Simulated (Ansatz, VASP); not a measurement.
# ZnSe: VASP beside Ansatz

Contents of POSCAR:

```
ZnSe
1.0
    0.0000000000      2.8338000000      2.8338000000
    2.8338000000      0.0000000000      2.8338000000
    2.8338000000      2.8338000000      0.0000000000
Se Zn
1 1
Direct
    0.7500000000      0.7500000000      0.7500000000
    0.0000000000      0.0000000000      0.0000000000
```

INCAR.step1

```
PREC = Accurate
ENCUT = 520
ISMEAR = -1
SIGMA = 0.05
LREAL = False
LASPH = True
NELM = 100
NBANDS = 16
GGA = PE
ALGO = Normal
EDIFF = 1E-4
LWAVE = True
LCHARG = False
```

Contents of INCAR.step2:

```
PREC = Accurate
ENCUT = 520
EDIFF = 1E-7
ISMEAR = -1
SIGMA = 0.05
LREAL = False
LASPH = True
NELM = 100
ALGO = Normal
ISIF = 2
LWAVE = False
LCHARG = True
METAGGA = R2SCAN
LMIXTAU = True
LELF = True
LVHAR = True
NBANDS = 16
ISTART = 1
```

File KPOINTS:

```
regular mesh
0
Gamma
  8 8 8
```

The input input.yaml:

```yaml
crystal:
  lattice:
    - [0.0, 2.8338, 2.8338]
    - [2.8338, 0.0, 2.8338]
    - [2.8338, 2.8338, 0.0]
  atoms:
    - { symbol: Se, position: [0.75, 0.75, 0.75] }
    - { symbol: Zn, position: [0.0, 0.0, 0.0] }
hamiltonian:
  xc: r2scan
  pseudopotentials: { kind: paw }
kpoints:
  mp_grid: { grid: [8, 8, 8] }
  band_path:
    path:
      - [[0.0, 0.0, 0.0], [0.5, 0.0, 0.5], [0.5, 0.25, 0.75], [0.375, 0.375, 0.75], [0.0, 0.0, 0.0], [0.5, 0.5, 0.5], [0.625, 0.25, 0.625], [0.5, 0.25, 0.75], [0.5, 0.5, 0.5], [0.375, 0.375, 0.75]]
      - [[0.625, 0.25, 0.625], [0.5, 0.0, 0.5]]
    npoints: 14
scf:
  occupations: { method: fermi_dirac, width: 0.05 }
  n_extra_bands: 6
output:
  forces: true
  stress: true
  eigenvalues: true
  fatbands: true
```

Alike in both runs: functional r2SCAN; k mesh 8 × 8 × 8; occupations fermi-dirac, width 0.05 eV; no spin polarisation.

```csv
,VASP,Ansatz
version,VASP 6.6.1,Ansatz 0.2.0
potentials or method,"VASP PAW PBE potentials, release 64 (Se, Zn)",Ansatz PAW
plane-wave cutoff (eV),520,500
valence electrons in the cell,18,28
task,single point,band structure
```

|  | VASP | Ansatz | Ansatz less VASP |
| --- | --- | --- | --- |
| gap on the k mesh at the Fermi level (eV) | 1.87 | 1.86 | -0.004 |
| least direct gap on the mesh (eV) | 1.87 | 1.86 | -0.004 |
| pressure (GPa) | 0.0 | -0.1 | -0.10 |

VASP's potentials were made for PBE, not for r2SCAN. The functional is the same, so the differences come from potentials, cutoffs and numerics. VASP's potentials hold 18 valence electrons a cell and Ansatz's 28, so a difference there can come from the potentials and not from the codes.
